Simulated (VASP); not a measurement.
# WC (dq5) (P-6m2) in VASP: vibrations by perturbation theory with LDA

Aim: the vibrations by perturbation theory of WC (dq5) with LDA.

Everything below comes from runs of VASP 6.6.1. Logs are shortened: lines on timing, memory, paths and dates and some standing lists are left out, and cuts for length are marked.

## (1) The cell of the first run

The structure is hexagonal, space group P-6m2 (No. 187). The conventional cell has a = 2.885 Å, b = 2.885 Å, c = 2.812 Å, α = 90.00°, β = 90.00°, γ = 120.00°. W (site symmetry -6m2) has 6 C at 2.18 Å and 8 W at 2.81 to 2.88 Å within 2.9 Å. C (site symmetry -6m2) has 6 W at 2.18 Å and 8 C at 2.81 to 2.88 Å within 2.9 Å.

## (2) Vibrations by perturbation theory, LDA

File INCAR:

```
ALGO = Normal
EDIFF = 1E-8
ENCUT = 520
IBRION = 8
ISIF = 2
ISMEAR = -1
LASPH = True
LCHARG = False
LREAL = False
LWAVE = False
NBANDS = 16
NELM = 60
NSW = 1
PREC = Accurate
SIGMA = 0.15
```

File KPOINTS:

```
k-points
0
Gamma
  16 16 12
```

File POSCAR:

```
WC
1.0
    2.8849425407      0.0000000000      0.0000000000
   -1.4424712704      2.4984335287      0.0000000000
    0.0000000000      0.0000000000      2.8116247138
W C
1 1
Direct
    0.0000000000      0.0000000000      0.0000000000
    0.6666666667      0.3333333333      0.5000000000
```

Potentials or basis: VASP PAW LDA potentials, release 64 (W_sv, C).

Launch:

```
$ cat potpaw_LDA.64/W_sv/POTCAR potpaw_LDA.64/C/POTCAR > POTCAR
$ mpirun -np 1 vasp_std > vasp.out
```

OUTCAR:

```text
EDIFF = 1E-8
   ENCUT = 520
   IBRION = 8
   ISIF = 2
   ISMEAR = -1
   LASPH = True
   LREAL = False
   NELM = 60
   NSW = 1
   PREC = Accurate

 ion  position               nearest neighbor table
   1  0.000  0.000  0.000-   2 2.18   2 2.18   2 2.18   2 2.18   2 2.18   2 2.18
   2  0.667  0.333  0.500-   1 2.18   1 2.18   1 2.18   1 2.18   1 2.18   1 2.18

  LATTYP: Found a hexagonal cell.
 ALAT       =     2.8849425407
 C/A-ratio  =     0.9745860356

  Lattice vectors:

 A1 = (   2.8849425407,   0.0000000000,   0.0000000000)
 A2 = (  -1.4424712704,   2.4984335287,   0.0000000000)
 A3 = (   0.0000000000,   0.0000000000,   2.8116247138)

Analysis of symmetry for initial positions (statically):
=====================================================================
 Subroutine PRICEL returns:
 Original cell was already a primitive cell.

 Routine SETGRP: Setting up the symmetry group for a
 hexagonal supercell.

 Subroutine GETGRP returns: Found 12 space group operations
 (whereof 12 operations were pure point group operations)
 out of a pool of 24 trial point group operations.

The static configuration has the point symmetry D_3h.

Analysis of symmetry for dynamics (positions and initial velocities):
=====================================================================
 Subroutine PRICEL returns:
 Original cell was already a primitive cell.

 Routine SETGRP: Setting up the symmetry group for a
 hexagonal supercell.

 Subroutine GETGRP returns: Found 12 space group operations
 (whereof 12 operations were pure point group operations)
 out of a pool of 24 trial point group operations.

The dynamic configuration has the point symmetry D_3h.

 Subroutine INISYM returns: Found 12 space group operations
 (whereof 12 operations are pure point group operations),
 and found     1 'primitive' translations

----------------------------------------------------------------------------------------

                                     Primitive cell

  volume of cell :      20.2657

  direct lattice vectors                    reciprocal lattice vectors
     2.884942541  0.000000000  0.000000000     0.346627354  0.200125396  0.000000000
    -1.442471270  2.498433529  0.000000000     0.000000000  0.400250793  0.000000000
     0.000000000  0.000000000  2.811624714     0.000000000  0.000000000  0.355666243

  length of vectors
     2.884942541  2.884942541  2.811624714     0.400250793  0.400250793  0.355666243

  position of ions in fractional coordinates (direct lattice)
     0.000000000  0.000000000  0.000000000
     0.666666667  0.333333333  0.500000000

  ion indices of the primitive-cell ions
   primitive index   ion index
                 1           1
                 2           2

----------------------------------------------------------------------------------------

 KPOINTS: k-points

Automatic generation of k-mesh.
 Grid dimensions read from file:
 generate k-points for:   16   16   12

 Generating k-lattice:

  Cartesian coordinates                     Fractional coordinates (reciprocal lattice)
     0.021664210  0.012507837  0.000000000     0.062500000  0.000000000  0.000000000
     0.000000000  0.025015675  0.000000000     0.000000000  0.062500000  0.000000000
     0.000000000  0.000000000  0.029638854     0.000000000  0.000000000  0.083333333

  Length of vectors
     0.025015675  0.025015675  0.029638854

  Shift w.r.t. Gamma in fractional coordinates (k-lattice)
     0.000000000  0.000000000  0.000000000

 Subroutine IBZKPT returns following result:
 ===========================================
[... 73 lines left out ...]
   GGA     = CA    functional components
   LHFCALC =     F    Hartree Fock is set to
   AEXX    =    0.0000 exact exchange contribution
   IVDW    =     0    specifies the selected vdW correction
   LEPSILON=     F    determine dielectric tensor
   LRPA    =     F    only Hartree local field effects (RPA)
 non-spin polarized calculation
  energy-cutoff  :      520.00
  volume of cell :       20.27
 maximum number of plane-waves:       568
 NGX is ok and might be reduce to    24
   NGX = 11   NGY = 11   NGZ = 11

--------------------------------------- Ionic step        1  -------------------------------------------

 number of electron      18.0000000 magnetization

 Free energy of the ion-electron system (eV)
  ---------------------------------------------------
  ext. energy  EPLUGINS =         0.00000000
  ---------------------------------------------------
  free energy    TOTEN  =       -24.71087315 eV

  energy without entropy =      -24.68753767  energy(sigma->0) =      -24.69920541

 E-fermi :  11.3776     XC(G=0): -14.1081

 val. band max:       11.3705801113   @ k =   0.4375   0.0625   0.4167
 cond. band min:      11.3892857680   @ k =   0.1250   0.0000   0.3333
 fundamental gap:      0.0187056566
 Fermi energy:        11.3776106986

 k-point     1 :       0.0000    0.0000    0.0000
  band No.  band energies     occupation
      1     -62.1530      2.00000
      2     -26.3956      2.00000
      3     -26.2840      2.00000
      4     -26.2840      2.00000
      5      -3.1269      2.00000
      6       6.8756      2.00000
[... 433 lines left out ...]
      3     -26.5800      2.00000
      4     -26.2858      2.00000
      5      -0.1442      2.00000
      6       4.8221      2.00000
[... 8 lines left out ...]
     15      27.0658      0.00000
     16      28.0742      0.00000

 [... further k-points ...]

------------------------ aborting loop because EDIFF is reached ----------------------------------------

  FORCE on cell =-STRESS in cart. coord.  units (eV):
  Direction    XX          YY          ZZ          XY          YZ          ZX
  --------------------------------------------------------------------------------------
  -------------------------------------------------------------------------------------
  Total        0.3058993      0.3058993      0.3647609     -0.0000000      0.0000000      0.0000000
  in kB       24.1839243     24.1839243     28.8374308     -0.0000000      0.0000000      0.0000000
  external PRESSURE =      25.7350931 kB  Pullay stress =       0.0000000 kB

 VOLUME and BASIS-vectors are now :
 -----------------------------------------------------------------------------
  energy-cutoff  :      520.00
  volume of cell :       20.27
      direct lattice vectors                 reciprocal lattice vectors
     2.884942541  0.000000000  0.000000000     0.346627354  0.200125396  0.000000000
    -1.442471270  2.498433529  0.000000000     0.000000000  0.400250793  0.000000000
     0.000000000  0.000000000  2.811624714     0.000000000  0.000000000  0.355666243

 POSITION                                       TOTAL-FORCE (eV/Angst)
 -----------------------------------------------------------------------------------
      0.00000      0.00000      0.00000        -0.000000      0.000000      0.000000
      1.44247      0.83281      1.40581         0.000000     -0.000000      0.000000
 -----------------------------------------------------------------------------------
    total drift:                                0.000000     -0.000000      0.000000

  FREE ENERGIE OF THE ION-ELECTRON SYSTEM (eV)
  ---------------------------------------------------
  free  energy   TOTEN  =       -24.7108731519 eV

  energy  without entropy=      -24.6875376665  energy(sigma->0) =      -24.69920541

[... ionic steps 2 to 3 ...]

--------------------------------------- Ionic step        4  -------------------------------------------

------------------------ aborting loop because EDIFF is reached ----------------------------------------
[... 11 lines left out ...]
[... ionic steps 8 to 8 ...]

--------------------------------------- Ionic step        9  -------------------------------------------

 Free energy of the ion-electron system (eV)
  ---------------------------------------------------
  ---------------------------------------------------
  free energy    TOTEN  =        -0.12148444 eV

  energy without entropy =       -0.12148444

------------------------ aborting loop because EDIFF is reached ----------------------------------------

 INTERNAL STRAIN TENSOR  FOR ION    2  DIRECTION 3   (eV/Angst):
 -----------------------------------------------------------------------------
     0.01178 -0.00000  0.00000
     0.00000  0.01178 -0.00000
    -0.00000  0.00000 -0.01603

 INTERNAL STRAIN TENSOR FOR ION    2 for displacements in x,y,z  (eV/Angst):
          X           Y           Z          XY          YZ          ZX
  --------------------------------------------------------------------------------
  x     0.00000    -0.00000     0.00000    -6.00560     0.00000     0.00000
  y    -6.00560     6.00560     0.00000    -0.00000     0.00000     0.00000
  z     0.00000     0.00000     0.00000     0.00000     0.00000    -0.00000

 SECOND DERIVATIVES (NOT SYMMETRIZED)
 ------------------------------------
               1X          1Y          1Z          2X          2Y          2Z
  1X   -16.706360    0.000000    0.000000   16.706360   -0.000000    0.000000
  1Y     0.000000  -16.706360    0.000000   -0.000000   16.706360    0.000000
  1Z     0.000000    0.000000  -15.234030    0.000000    0.000000   15.234030
  2X    16.708613   -0.000000    0.000000  -16.708613    0.000000    0.000000
  2Y    -0.000000   16.708613    0.000000    0.000000  -16.708613    0.000000
  2Z     0.000000   -0.000000   15.224504   -0.000000    0.000000  -15.224504

 Eigenvectors and eigenvalues of the dynamical matrix
 ----------------------------------------------------

   1 f  =   19.031443 THz   119.578082 2PiTHz  634.820599 cm-1    78.707688 meV
             X         Y         Z           dx          dy          dz
      0.000000  0.000000  0.000000    -0.182976    0.166841    0.000000
      1.442471  0.832811  1.405812     0.715924   -0.652792    0.000000
[... 21 lines left out ...]
   6 f/i=    0.001364 THz     0.008568 2PiTHz    0.045485 cm-1     0.005639 meV
             X         Y         Z           dx          dy          dz
      0.000000  0.000000  0.000000     0.000000   -0.000000    0.968834
      1.442471  0.832811  1.405812    -0.000000    0.000000    0.247710

--------------------------------------------------------------------------------------------------------

 ELASTIC MODULI CONTR FROM IONIC RELAXATION (kBar)
 Direction    XX          YY          ZZ          XY          YZ          ZX
 --------------------------------------------------------------------------------
 XX        -140.2635    140.2635     -0.0000      0.0000      0.0000     -0.0000
 YY         140.2635   -140.2635     -0.0000      0.0000      0.0000      0.0000
 ZZ          -0.0000     -0.0000     -0.0000      0.0000      0.0000     -0.0000
 XY           0.0000      0.0000      0.0000   -140.2635      0.0000      0.0000
 YZ           0.0000      0.0000      0.0000      0.0000      0.0000      0.0000
 ZX          -0.0000      0.0000     -0.0000      0.0000      0.0000     -0.0000
 --------------------------------------------------------------------------------
```

Wall time 12 min (1 thread of Intel Xeon 6975P-C (Granite Rapids), shared host); peak memory 0.66 GiB.

What came out:

```
Highest phonon frequency at Γ, LO-TO splitting left out : 635 cm⁻¹
```

Phonon frequencies in cm⁻¹ (negative: imaginary):
| q point | frequencies |
| --- | --- |
| (0.000, 0.000, 0.000) | 0 0 0 606 635 635 |

Caveat: the cell wasn't relaxed at this level first, which shifts response properties; spin-orbit coupling is left out, which moves the levels of the heavy elements.
